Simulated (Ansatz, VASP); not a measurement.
**Two plane-wave programs on ZrWN2**

The input INCAR:

```
SYSTEM = ZrWN2
PREC = Accurate
ENCUT = 520
EDIFF = 1E-6
ISMEAR = 0
SIGMA = 0.1
LREAL = .FALSE.
LASPH = .TRUE.
NELM = 100
ALGO = Normal
ISIF = 2
LWAVE = .FALSE.
LCHARG = .TRUE.
GGA = PE
LELF = .TRUE.
LVHAR = .TRUE.
NBANDS = 26
```

The input KPOINTS:

```
Automatic mesh
0
G
  6 6 4
  0 0 0
```

The input POSCAR:

```
ZrWN2
1.0
    2.9793991100      0.0000000000      0.0000000000
   -1.4896995600      2.5802353200      0.0000000000
    0.0000000000      0.0000000000      5.8396222600
Zr W N
1 1 2
Direct
    0.0000000000      0.0000000000      0.5000000000
    0.0000000000      0.0000000000      0.0000000000
    0.3333333300      0.6666666700      0.2500000000
    0.3333333300      0.6666666700      0.7500000000
```

Input for Ansatz:

```yaml
crystal:
  lattice:
    - [2.97939911, 0.0, 0.0]
    - [-1.48969956, 2.58023532, 0.0]
    - [0.0, 0.0, 5.83962226]
  atoms:
    - { symbol: Zr, position: [0.0, 0.0, 0.5] }
    - { symbol: W, position: [0.0, 0.0, 0.0] }
    - { symbol: "N", position: [0.33333333, 0.66666667, 0.25] }
    - { symbol: "N", position: [0.33333333, 0.66666667, 0.75] }
basis:
  ecutwfc: 420
kpoints:
  mp_grid: { grid: [6, 6, 4] }
hamiltonian:
  xc: pbe
scf:
  occupations: { method: gaussian, width: 0.1 }
  lower_state_search: "off"
output:
  forces: true
  stress: true
  eigenvalues: true
```

Alike in both runs: task single point; functional PBE; k mesh 6 × 6 × 4; occupations gaussian, width 0.1 eV; no spin polarisation.

```csv
,VASP,Ansatz
version,VASP 6.6.1,Ansatz 0.2.0
potentials or method,"VASP PAW PBE potentials, release 64 (Zr_sv, W_sv, N), cutoff 520 eV","scalar-relativistic, plane waves, PAW"
valence electrons in the cell,36,36
```

|  | VASP | Ansatz | Ansatz less VASP |
| --- | --- | --- | --- |
| gap on the k mesh at the Fermi level (eV) | none | none | - |
| pressure (GPa) | 0.9 | 0.2 | -0.66 |
| traceless stress, the component that is largest in VASP (GPa) | -0.14 | -0.29 | -0.150 |
| rms of the force components (eV/Å) | 1.005 | 1.019 | +0.0142 |

Atom by atom the forces differ by 0.014 eV/Å (rms over components). A gap of «none» marks a metal or a gap that the smearing closes. The functional is the same, so the differences come from potentials, cutoffs and numerics.

The k mesh is coarse, so the values compare programs but aren't converged. Spin-orbit coupling is off throughout.
